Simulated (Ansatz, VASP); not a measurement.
# Al in VASP and in Ansatz

Contents of INCAR:

```
SYSTEM = Al
PREC     = Accurate       ! precision mode
ENCUT    = 520            ! plane-wave cutoff, eV
EDIFF    = 1E-6           ! SCF threshold, eV
ISMEAR   = 1              ! smearing method
SIGMA    = 0.1            ! smearing width, eV
LREAL    = .FALSE.        ! projectors in reciprocal space
LASPH    = .TRUE.         ! aspherical terms in the spheres
NELM     = 100            ! most SCF steps
ALGO     = Normal         ! electronic algorithm
ISIF     = 2              ! what is computed and relaxed
LWAVE    = .FALSE.        ! write WAVECAR
LCHARG   = .FALSE.        ! write CHGCAR
GGA      = PE             ! functional
NBANDS   = 8              ! bands
```

Contents of KPOINTS:

```
Automatic mesh
0
G
  12 12 12
  0 0 0
```

File POSCAR:

```
Al
1.0
    0.0000000000      2.0248050000      2.0248050000
    2.0248050000      0.0000000000      2.0248050000
    2.0248050000      2.0248050000      0.0000000000
Al
1
Direct
    0.0000000000      0.0000000000      0.0000000000
```

Input for Ansatz:

```yaml
crystal:
  lattice:
    - [0.0, 2.024805, 2.024805]
    - [2.024805, 0.0, 2.024805]
    - [2.024805, 2.024805, 0.0]
  atoms:
    - { symbol: Al, position: [0.0, 0.0, 0.0] }
basis:
  ecutwfc: 500.0
kpoints:
  mp_grid:
    grid: [12, 12, 12]
hamiltonian:
  xc: pbe
scf:
  convergence:
    dr2_threshold: 1.0e-10
  occupations:
    method: cold
    width: 0.1
output:
  stress: true
```

Alike in both runs: task single point; functional PBE; k mesh 12 × 12 × 12; no spin polarisation.

|  | VASP | Ansatz |
| --- | --- | --- |
| version | VASP 6.6.1 | Ansatz 0.2.0 |
| potentials or method | VASP PAW PBE potentials, release 64 (Al), cutoff 520 eV | plane waves, PAW |
| occupations | methfessel-paxton of order 1, width 0.1 eV | cold, width 0.1 eV |
| valence electrons in the cell | 3 | 3 |

|  | VASP | Ansatz | Ansatz less VASP |
| --- | --- | --- | --- |
| pressure (GPa) | -0.3 | -0.3 | +0.06 |
